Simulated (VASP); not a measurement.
Input of a VASP 6.6.1 run:

Contents of INCAR:

```
PREC = Accurate ; ENCUT = 520
EDIFF = 1E-7 ; ISMEAR = 0
SIGMA = 0.1 ; LREAL = F
LASPH = T ; NELM = 100
ALGO = Normal ; ISIF = 2
LWAVE = F ; LCHARG = F
GGA = PE ; NBANDS = 34
```

Contents of KPOINTS:

```
regular mesh
0
Gamma
  3 3 3
```

File POSCAR:

```
RbP3
1.0
    3.9028871396      2.2533329407      3.6655803261
   -3.9028871396      2.2533329407      3.6655803261
    0.0000000000     -4.5066658813      3.6655803261
Rb P
2 6
Direct
    0.2690000000      0.2690000000      0.2690000000
    0.7310000000      0.7310000000      0.7310000000
    0.7970000000      0.2520000000      0.7970000000
    0.7970000000      0.7970000000      0.2520000000
    0.2520000000      0.7970000000      0.7970000000
    0.2030000000      0.7480000000      0.2030000000
    0.7480000000      0.2030000000      0.2030000000
    0.2030000000      0.2030000000      0.7480000000
```

Potentials or basis: VASP PAW PBE potentials, release 64 (Rb_sv, P).

Command:

```console
$ cat potpaw_PBE.64/Rb_sv/POTCAR potpaw_PBE.64/P/POTCAR > POTCAR
$ mpirun -np 1 vasp_std > vasp.out
```

Estimate the pressure.

5.3 GPa.

Predict the largest force.

2.585 eV/Å.

Predict the band gap on the k mesh.

zero (band 24 reaches 3.50 eV, above the bottom of band 25 at 3.46 eV).

Stress tensor (GPa, compression positive):
```
5.50 0.00 0.00
0.00 5.50 0.00
0.00 0.00 4.75
```

Caveat: the k points lie up to 0.36 Å⁻¹ apart; forces of over 1 eV/Å act on the atoms, so gaps and moduli don't describe the material at rest.
